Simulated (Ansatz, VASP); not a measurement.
## MgO: VASP beside Ansatz

The input INCAR:

```
SYSTEM = MgO
PREC = Accurate ; ENCUT = 520
EDIFF = 1E-6 ; ISMEAR = 0
SIGMA = 0.05 ; LREAL = .FALSE.
LASPH = .TRUE. ; NELM = 80
ALGO = Normal ; ISIF = 2
LWAVE = .FALSE. ; LCHARG = .FALSE.
GGA = PE ; NBANDS = 11
```

File KPOINTS:

```
Automatic mesh
0
G
  10 10 10
  0 0 0
```

File POSCAR:

```
MgO
1.0
    0.0000000000      2.1269229054      2.2385863579
    2.1269229054      0.0000000000      2.2385863579
    2.1269229054      2.1269229054      0.0000000000
Mg O
1 1
Direct
    0.0000000000      0.0000000000      0.0000000000
    0.5000000000      0.5000000000      0.5000000000
```

Input for Ansatz:

```yaml
crystal:
  lattice:
    - [0.0, 2.1269229054, 2.2385863579]
    - [2.1269229054, 0.0, 2.2385863579]
    - [2.1269229054, 2.1269229054, 0.0]
  atoms:
    - { symbol: Mg, position: [0.0, 0.0, 0.0] }
    - { symbol: O, position: [0.5, 0.5, 0.5] }
basis:
  ecutwfc: 420
kpoints:
  mp_grid: { grid: [10, 10, 10] }
hamiltonian:
  xc: pbe
scf:
  occupations: { method: gaussian, width: 0.05 }
output:
  forces: true
  stress: true
  eigenvalues: true
```

Change from the starting cell: strain +0.0525 x Voigt [0, 0, 1, 0, 0, 0], atoms carried along.

Alike in both runs: task single point; functional PBE; k mesh 10 × 10 × 10; occupations gaussian, width 0.05 eV; no spin polarisation.

|  | VASP | Ansatz |
| --- | --- | --- |
| version | VASP 6.6.1 | Ansatz 0.2.0 |
| potentials or method | VASP PAW PBE potentials, release 64 (Mg, O), cutoff 520 eV | scalar-relativistic, plane waves, PAW |
| valence electrons in the cell | 8 | 16 |

```csv
,VASP,Ansatz,Ansatz less VASP
gap on the k mesh at the Fermi level (eV),3.90,3.92,+0.020
least direct gap on the mesh (eV),3.90,3.92,+0.020
pressure (GPa),-7.0,-6.2,+0.75
"traceless stress, the component that is largest in VASP (GPa)",-3.92,-3.92,+0.007
```

VASP's potentials hold 8 valence electrons a cell and Ansatz's 16, so a difference there can come from the potentials and not from the codes.
